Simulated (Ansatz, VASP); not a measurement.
# Fe: VASP beside Ansatz

The input INCAR:

```
SYSTEM = Fe
ALGO = Normal ; EDIFF = 1E-6
ENCUT = 520 ; GGA = PE
ISIF = 2 ; ISMEAR = -1
LASPH = .True. ; LCHARG = .True.
LELF = .True. ; LREAL = .False.
LVHAR = .True. ; LWAVE = .False.
NBANDS = 15 ; NELM = 60
PREC = Accurate ; SIGMA = 0.08
```

The input KPOINTS:

```
k-points
0
Gamma
  17 17 10
  0 0 0
```

File POSCAR:

```
Fe
1.0
    2.4502783040      0.0000000000      0.0000000000
   -1.2251391520      2.1220032576      0.0000000000
    0.0000000000      0.0000000000      3.8673784861
Fe
2
Direct
    0.3333333333      0.6666666667      0.2500000000
    0.6666666667      0.3333333333      0.7500000000
```

Input for Ansatz:

```yaml
crystal:
  lattice:
    - [2.450278304, 0.0, 0.0]
    - [-1.225139152, 2.1220032576, 0.0]
    - [0.0, 0.0, 3.8673784861]
  atoms:
    - { symbol: Fe, position: [0.3333333333, 0.6666666667, 0.25] }
    - { symbol: Fe, position: [0.6666666667, 0.3333333333, 0.75] }
kpoints:
  mp_grid: { grid: [17, 17, 10] }
scf:
  occupations: { method: fermi_dirac, width: 0.08 }
hamiltonian:
  xc: pbe
  pseudopotentials: { kind: all_electron, lapw: { basis_error: 0.00025 } }
output:
  forces: true
  stress: true
  eigenvalues: true
```

Change from the starting cell: volume scaled by 1.02.

Alike in both runs: task single point; functional PBE; k mesh 17 × 17 × 10; occupations fermi-dirac, width 0.08 eV; no spin polarisation.

```csv
,VASP,Ansatz
version,VASP 6.6.1,Ansatz 0.2.0
potentials or method,"VASP PAW PBE potentials, release 64 (Fe), cutoff 520 eV","all-electron LAPW, scalar-relativistic"
```

|  | VASP | Ansatz | Ansatz less VASP |
| --- | --- | --- | --- |
| pressure (GPa) | 3.8 | 4.4 | +0.57 |
| traceless stress, the component that is largest in VASP (GPa) | 0.57 | 0.68 | +0.109 |

Ansatz ran all-electron here, and VASP with PAW potentials.
